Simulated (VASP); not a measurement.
# TaN (l.f): single point with LDA

TaN (l.f):

```xyz
2
Lattice="0.0000 2.1748 2.1748 2.1748 0.0000 2.1748 2.1748 2.1748 0.0000" Properties=species:S:1:pos:R:3 pbc="T T T"
Ta    0.0000    0.0000    0.0000
N     2.1748    2.1748    2.1748
```

```yaml
Program: VASP 6.6.1
Task: single point
Functional: LDA
Potentials_or_basis: VASP PAW LDA potentials, release 64 (Ta_pv, N)
Cutoff: 600 eV
k_mesh: 8 × 8 × 8
Occupations: gaussian, width 0.1 eV
Spin: no spin polarisation
```

```json
{"Pressure": "1.9 GPa", "Band gap on the k mesh": "zero (band 8 reaches 11.77 eV, above the bottom of band 9 at 7.56 eV)"}
```

Levels at points of the mesh, in eV from the Fermi level:
```
           k point  band 4  band 5  band 6  band 7  band 8  band 9  band 10  band 11  band 12  band 13
(0.00, 0.00, 0.00)  -18.93   -3.91   -3.91   -3.91   -2.27   -2.27    -2.27    -0.04    -0.04     1.97
(0.50, 0.00, 0.00)  -15.60  -10.65   -7.86   -7.86    1.94    1.94     2.06     4.01     7.82     7.82
(0.50, 0.50, 0.00)  -17.65   -6.65   -5.75   -4.69   -4.69    2.12     3.68     3.68     4.94     7.12
```

Wall time 5.9 s on 1 thread of Intel(R) Xeon(R) 6975P-C (Granite Rapids) (shared host), peak memory 0.14 GiB.

Caveat: spin-orbit coupling is left out, which moves the levels of the heavy elements.
